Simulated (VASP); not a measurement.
Write the native input for VASP 6.6.1 that does the following.

```yaml
Task: single point
Functional: PBE
Potentials_or_basis: VASP PAW PBE potentials, release 64 (Cd, Ga_d)
Cutoff: 520 eV
k_mesh: 6 × 6 × 6
Occupations: gaussian, width 0.1 eV
Spin: no spin polarisation
Dipole_correction: no
Further_INCAR_settings: ALGO = Normal; EDIFF = 1e-06; NBANDS = 26
```

The structure of CdGa2 lies in POSCAR:

```
CdGa2
1.0
    0.0000000000      3.2364419439      3.2364419439
    3.2364419439      0.0000000000      3.2364419439
    3.2364419439      3.2364419439      0.0000000000
Cd Ga
1 2
Direct
    0.0000000000      0.0000000000      0.0000000000
    0.2500000000      0.2500000000      0.2500000000
    0.7500000000      0.7500000000      0.7500000000
```

These files were run (other wordings do the same):

INCAR

```
PREC     = Accurate       # precision mode
ENCUT    = 520            # plane-wave cutoff, eV
EDIFF    = 1E-6           # SCF threshold, eV
ISMEAR   = 0              # smearing method
SIGMA    = 0.1            # smearing width, eV
LREAL    = False          # projectors in reciprocal space
LASPH    = True           # aspherical terms in the spheres
NELM     = 100            # most SCF steps
ALGO     = Normal         # electronic algorithm
ISIF     = 2              # what is computed and relaxed
LWAVE    = False          # write WAVECAR
LCHARG   = False          # write CHGCAR
GGA      = PE             # functional
NBANDS   = 26             # bands
```

KPOINTS

```
Automatic mesh
0
Gamma
  6 6 6
```

Potentials or basis: VASP PAW PBE potentials, release 64 (Cd, Ga_d).

Run with:

```sh
$ cat potpaw_PBE.64/Cd/POTCAR potpaw_PBE.64/Ga_d/POTCAR > POTCAR
$ mpirun -np 1 vasp_std > vasp.out
```

It gave:

| Quantity | Value |
| --- | --- |
| Pressure | 0.5 GPa |
| Band gap on the k mesh | zero (bands 19 and 20 overlap by 3.47 eV) |

Wall time 39 s on 1 thread of Oxide Virtual Turin-like Processor (shared host), peak memory 0.17 GiB.
